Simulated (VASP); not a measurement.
# H18CO9 in VASP: a series of runs

The runs below take H18CO9 through single point, with PBE+D3(BJ).

Everything below comes from runs of VASP 6.6.1. Logs are shortened: lines on timing, memory, paths and dates and some standing lists are left out, and cuts for length are marked.

## 1. The cell of the first run

The cell holds a disordered packing, 28 atoms: a = 6.470 Å, b = 6.470 Å, c = 6.470 Å, α = 90.00°, β = 90.00°, γ = 90.00°.

## 2. Single point, PBE+D3(BJ)

Contents of INCAR:

```
PREC = Accurate
ENCUT = 520
EDIFF = 1E-6
ISMEAR = -1
SIGMA = 0.05
LREAL = F
LASPH = T
NELM = 120
ALGO = Normal
ISIF = 2
LWAVE = F
LCHARG = F
GGA = PE
IVDW = 12
NBANDS = 58
GGA_COMPAT = F
```

Contents of KPOINTS:

```
Automatic mesh
0
Gamma
  1 1 1
```

Contents of POSCAR:

```
H18CO9
1.0
    6.4704780000      0.0000000000      0.0000000000
    0.0000000000      6.4704780000      0.0000000000
    0.0000000000      0.0000000000      6.4704780000
O H C
9 18 1
Direct
    0.8541872795      0.7231614109      0.3946076318
    1.1041069918      0.0302450607      0.5100550531
    0.6688377582      0.2360412940      0.3382439443
    0.1186002023      0.3980695089      0.1678546778
    0.4741844420     -0.1520598633      0.6960073120
    0.5672842099      0.6202169299      0.9671155670
    0.2484360506      0.9762339042      1.0317012128
    0.4163370929      0.7092829927      0.3391094136
   -0.1125264625      0.3118471309      0.7510727955
    0.8123202026      0.5897091374      0.3926139614
    0.7502536907      0.8017491134      0.4421929879
    1.0774319919      0.1115682644      0.6359653800
    1.0416541096     -0.0925433948      0.5196833990
    0.5650741723      0.2351758247      0.4423011716
    0.5928310088      0.1716101963      0.2050544025
    0.2303693792      0.5033631209      0.2214828642
    0.1068390929      0.3207954652      0.3067161344
    0.3439313139     -0.1317986090      0.6411272861
    0.4380974636     -0.2432123253      0.8123356574
    0.6449755335      0.7094993600      0.8732430587
    0.5810080801      0.4604760267      0.9511507496
    0.1820731019      1.1213236487      1.1002741992
    0.1109346172      0.8851587162      1.0478823976
    0.3552751435      0.7884425231      0.2280202483
    0.5389710003      0.6312671181      0.2975668876
   -0.0491153822      0.6195523731      0.7508564282
    0.1788894113      0.4625778806      0.7461581664
    0.0045591686      0.4611405834      0.7579810951
```

Potentials or basis: VASP PAW PBE potentials, release 64 (O, H, C).

The run is started by

```bash
> cat potpaw_PBE.64/O/POTCAR potpaw_PBE.64/H/POTCAR potpaw_PBE.64/C/POTCAR > POTCAR
> mpirun -np 1 vasp_gam > vasp.out
```

OUTCAR:

```text
PREC = Accurate
   ENCUT = 520
   EDIFF = 1E-6
   ISMEAR = -1
   LREAL = F
   LASPH = T
   NELM = 120
   ISIF = 2
   GGA = PE
   IVDW = 12
 IVDW          = 12

 ion  position               nearest neighbor table
   1  0.854  0.723  0.395-  11 0.90  10 0.91
   2  0.104  0.030  0.510-  13 0.89  12 0.99
   3  0.669  0.236  0.338-  14 0.95  15 1.08
   4  0.119  0.398  0.168-  17 1.03  16 1.05
   5  0.474  0.848  0.696-  18 0.92  19 0.98
   6  0.567  0.620  0.967-  20 0.98  21 1.04
   7  0.248  0.976  0.032-  23 1.07  22 1.12
   8  0.416  0.709  0.339-  24 0.97  25 0.98
   9  0.887  0.312  0.751-  28 1.23
  10  0.812  0.590  0.393-   1 0.91
  11  0.750  0.802  0.442-   1 0.90
  12  0.077  0.112  0.636-   2 0.99
  13  0.042  0.907  0.520-   2 0.89
  14  0.565  0.235  0.442-   3 0.95
[... 11 lines left out ...]
  26  0.951  0.620  0.751-  28 1.08
  27  0.179  0.463  0.746-  28 1.13
  28  0.005  0.461  0.758-  26 1.08  27 1.13   9 1.23

  LATTYP: Found a simple cubic cell.
 ALAT       =     6.4704780000

  Lattice vectors:

 A1 = (   6.4704780000,   0.0000000000,   0.0000000000)
 A2 = (   0.0000000000,   6.4704780000,   0.0000000000)
 A3 = (   0.0000000000,   0.0000000000,   6.4704780000)

Analysis of symmetry for initial positions (statically):
=====================================================================
 Subroutine PRICEL returns:
 Original cell was already a primitive cell.

 Routine SETGRP: Setting up the symmetry group for a
 simple cubic supercell.

 Subroutine GETGRP returns: Found  1 space group operations
 (whereof  1 operations were pure point group operations)
 out of a pool of 48 trial point group operations.

The static configuration has the point symmetry C_1 .

Analysis of symmetry for dynamics (positions and initial velocities):
=====================================================================
 Subroutine PRICEL returns:
 Original cell was already a primitive cell.

 Routine SETGRP: Setting up the symmetry group for a
 simple cubic supercell.

 Subroutine GETGRP returns: Found  1 space group operations
 (whereof  1 operations were pure point group operations)
 out of a pool of 48 trial point group operations.

The dynamic configuration has the point symmetry C_1 .

 Subroutine INISYM returns: Found  1 space group operations
 (whereof  1 operations are pure point group operations),
 and found     1 'primitive' translations

----------------------------------------------------------------------------------------

                                     Primitive cell

  volume of cell :     270.9001

  direct lattice vectors                    reciprocal lattice vectors
     6.470478000  0.000000000  0.000000000     0.154548087  0.000000000  0.000000000
     0.000000000  6.470478000  0.000000000     0.000000000  0.154548087  0.000000000
     0.000000000  0.000000000  6.470478000     0.000000000  0.000000000  0.154548087

  length of vectors
     6.470478000  6.470478000  6.470478000     0.154548087  0.154548087  0.154548087

  position of ions in fractional coordinates (direct lattice)
     0.854187280  0.723161411  0.394607632
     0.104106992  0.030245061  0.510055053
     0.668837758  0.236041294  0.338243944
     0.118600202  0.398069509  0.167854678
     0.474184442  0.847940137  0.696007312
     0.567284210  0.620216930  0.967115567
[... 20 lines left out ...]
     0.178889411  0.462577881  0.746158166
     0.004559169  0.461140583  0.757981095

  ion indices of the primitive-cell ions
   primitive index   ion index
                 1           1
                 2           2
                 3           3
                 4           4
                 5           5
                 6           6
[... 20 lines left out ...]
                27          27
                28          28

----------------------------------------------------------------------------------------

 KPOINTS: Automatic mesh

Automatic generation of k-mesh.
 Grid dimensions read from file:
 generate k-points for:    1    1    1

 Generating k-lattice:

  Cartesian coordinates                     Fractional coordinates (reciprocal lattice)
     0.154548087  0.000000000  0.000000000     1.000000000  0.000000000  0.000000000
     0.000000000  0.154548087  0.000000000     0.000000000  1.000000000  0.000000000
     0.000000000  0.000000000  0.154548087     0.000000000  0.000000000  1.000000000

  Length of vectors
     0.154548087  0.154548087  0.154548087

  Shift w.r.t. Gamma in fractional coordinates (k-lattice)
     0.000000000  0.000000000  0.000000000

 Subroutine IBZKPT returns following result:
 ===========================================

 Found      1 irreducible k-points:

 Following reciprocal coordinates:
            Coordinates               Weight
  0.000000  0.000000  0.000000      1.000000
   k-points           NKPTS =      1   k-points in BZ     NKDIM =      1   number of bands    NBANDS=     58
   number of dos      NEDOS =    301   number of ions     NIONS =     28
   total plane-waves  NPLWV = 110592
   dimension x,y,z NGX =    48 NGY =   48 NGZ =   48
   dimension x,y,z NGXF=    96 NGYF=   96 NGZF=   96
   ions per type =               9  18   1
   NGX,Y,Z   is equivalent  to a cutoff of  12.33, 12.33, 12.33 a.u.
   NGXF,Y,Z  is equivalent  to a cutoff of  24.67, 24.67, 24.67 a.u.
 SYSTEM =  unknown system
   PREC   = accura    normal or accurate (medium, high low for compatibility)
   ISTART =      0    job   : 0-new  1-cont  2-samecut
   ICHARG =      2    charge: 1-file 2-atom 10-const
   ISPIN  =      1    spin polarized calculation?
   LNONCOLLINEAR =      F non collinear calculations
   LSORBIT =      F    spin-orbit coupling
   LASPH  =      T    aspherical Exc in radial PAW
   ENCUT  =  520.0 eV  38.22 Ry    6.18 a.u.  12.03 12.03 12.03*2*pi/ulx,y,z
   NELM   =    120;   NELMIN=  2; NELMDL= -5     # of ELM steps
   EDIFF  = 0.1E-05   stopping-criterion for ELM
   LREAL  =      F    real-space projection
   EDIFFG = 0.1E-04   stopping-criterion for IOM
   NSW    =      0    number of steps for IOM
   IBRION =     -1    ionic relax: 0-MD 1-quasi-New 2-CG
   NFREE  =      0    steps in history (QN), initial steepest desc. (CG)
   ISIF   =      2    stress and relaxation
   ISYM   =      2    0-nonsym 1-usesym 2-fastsym
   POTIM  = 0.5000    time-step for ionic-motion
   TEBEG  =    0.0;   TEEND  =   0.0 temperature during run
   PSTRESS=    0.0 pullay stress
   NELECT =      76.0000    total number of electrons
   NUPDOWN=      -1.0000    fix difference up-down
   EMIN   =  10.00;   EMAX   =-10.00  energy-range for DOS
   EFERMI =   0.00;   METHOD = LEGACY
   ISMEAR =    -1;   SIGMA  =   0.05  broadening in eV -4-tet -1-fermi 0-gaus
   EFERMI_NEDOS =   21; number of points for ismear=-14 and -15
   IALGO  =     38    algorithm
   IMIX   =      4    mixing-type and parameters
     AMIX     =   0.40;   BMIX     =  1.00
     AMIX_MAG =   1.60;   BMIX_MAG =  1.00
  volume/ion in A,a.u.               =       9.68        65.29
  Fermi-wavevector in a.u.,A,eV,Ry     =   1.071708  2.025234 15.627071  1.148557
  Thomas-Fermi vector in A             =   2.207456
   LORBIT       =      0    0 simple, 1 ext, 2 COOP (PROOUT), +10 PAW based schemes
   GGA     = PE    functional components
   LHFCALC =     F    Hartree Fock is set to
   AEXX    =    0.0000 exact exchange contribution
   IVDW    =    12    specifies the selected vdW correction
   LEPSILON=     F    determine dielectric tensor
   LRPA    =     F    only Hartree local field effects (RPA)
 non-spin polarized calculation
  energy-cutoff  :      520.00
  volume of cell :      270.90
 maximum number of plane-waves:      3577
   NGX = 25   NGY = 25   NGZ = 25

 number of electron      75.9999985 magnetization

 Free energy of the ion-electron system (eV)
  ---------------------------------------------------
  ext. energy  EPLUGINS =         0.00000000
  ---------------------------------------------------
  free energy    TOTEN  =      -134.90535432 eV

  energy without entropy =     -134.90535432  energy(sigma->0) =     -134.90535432

 E-fermi :  -1.0966     XC(G=0):  -7.1360

 val. band max:       -2.3249498861   @ k =   0.0000   0.0000   0.0000
 cond. band min:       0.4888879575   @ k =   0.0000   0.0000   0.0000
 fundamental gap:      2.8138378437
 Fermi energy:        -1.0966376742

 k-point     1 :       0.0000    0.0000    0.0000
  band No.  band energies     occupation
      1     -23.5594      2.00000
      2     -22.8249      2.00000
      3     -22.2107      2.00000
      4     -21.8093      2.00000
      5     -21.5375      2.00000
      6     -21.4298      2.00000
[... 42 lines left out ...]
     49       6.5439      0.00000
     50       6.6777      0.00000
 [bands above 50 left out]

------------------------ aborting loop because EDIFF is reached ----------------------------------------

 Edisp (eV)   -1.07462

 E8    (eV) :    -0.2263

  FORCE on cell =-STRESS in cart. coord.  units (eV):
  Direction    XX          YY          ZZ          XY          YZ          ZX
  --------------------------------------------------------------------------------------
  -------------------------------------------------------------------------------------
  Total       3.84050    -0.18546     3.08277    -4.29557    -1.67156    -0.82289
  in kB      22.71378    -1.09687    18.23237   -25.40518    -9.88606    -4.86680
  external pressure =       13.28 kB  Pullay stress =        0.00 kB

 VOLUME and BASIS-vectors are now :
 -----------------------------------------------------------------------------
  energy-cutoff  :      520.00
  volume of cell :      270.90
      direct lattice vectors                 reciprocal lattice vectors
     6.470478000  0.000000000  0.000000000     0.154548087  0.000000000  0.000000000
     0.000000000  6.470478000  0.000000000     0.000000000  0.154548087  0.000000000
     0.000000000  0.000000000  6.470478000     0.000000000  0.000000000  0.154548087

 POSITION                                       TOTAL-FORCE (eV/Angst)
 -----------------------------------------------------------------------------------
      5.52700      4.67920      2.55330         5.093529      1.175634     -1.451613
      0.67362      0.19570      3.30030         3.091058      5.366579      0.056981
      4.32770      1.52730      2.18860        -0.668930     -0.959786     -3.791391
      0.76740      2.57570      1.08610         1.727585      0.153088      2.985740
      3.06820      5.48658      4.50350         2.228226     -0.084546      1.309434
      3.67060      4.01310      6.25770         0.062252     -3.105125      1.271498
[... 20 lines left out ...]
      1.15750      2.99310      4.82800        -0.363414     -0.847494      0.158650
      0.02950      2.98380      4.90450         0.412314     -0.407494     -0.530491
 -----------------------------------------------------------------------------------
    total drift:                               -0.001141     -0.000674     -0.001003

  FREE ENERGIE OF THE ION-ELECTRON SYSTEM (eV)
  ---------------------------------------------------
  free  energy   TOTEN  =      -135.9799771027 eV

  energy  without entropy=     -135.9799771027  energy(sigma->0) =     -135.97997710
```

Wall time 59 s (1 thread of Intel Xeon 8259CL, shared host); peak memory 0.31 GiB.

What came out:

```
Free energy                : -135.9800 eV
Pressure                   : 1.3 GPa
Largest force              : 6.193 eV/Å
Dispersion energy per atom : -0.038 eV
```

Forces in eV/Å, atoms in the order of the input:
```
O    5.094  1.176 -1.452
O    3.091  5.367  0.057
O   -0.669 -0.960 -3.791
O    1.728  0.153  2.986
O    2.228 -0.085  1.309
O    0.062 -3.105  1.271
O   -4.538  1.162  1.999
O   -0.654 -1.406  0.737
O    0.732  0.564  0.287
H   -1.081 -4.108 -0.171
H   -3.959  2.811  1.715
H   -0.364 -0.556 -0.357
H   -2.699 -4.601  0.127
H   -0.935 -0.284  0.879
H    1.485  1.203  2.940
H   -1.082 -0.912 -0.850
H   -0.464  0.486 -1.703
H   -2.287  1.111 -1.919
H   -0.250  0.400 -0.142
H    0.739 -1.119 -0.057
H    0.476  2.990 -0.391
H    1.634 -2.616 -1.509
H    2.593  1.682 -0.299
H    0.484  0.531 -0.899
H   -0.682  0.585 -0.751
H   -0.731  0.787  0.356
H   -0.363 -0.847  0.159
C    0.412 -0.407 -0.530
```

Caveat: the k points lie up to 0.97 Å⁻¹ apart.

(Part 1 of 2 ends here.)
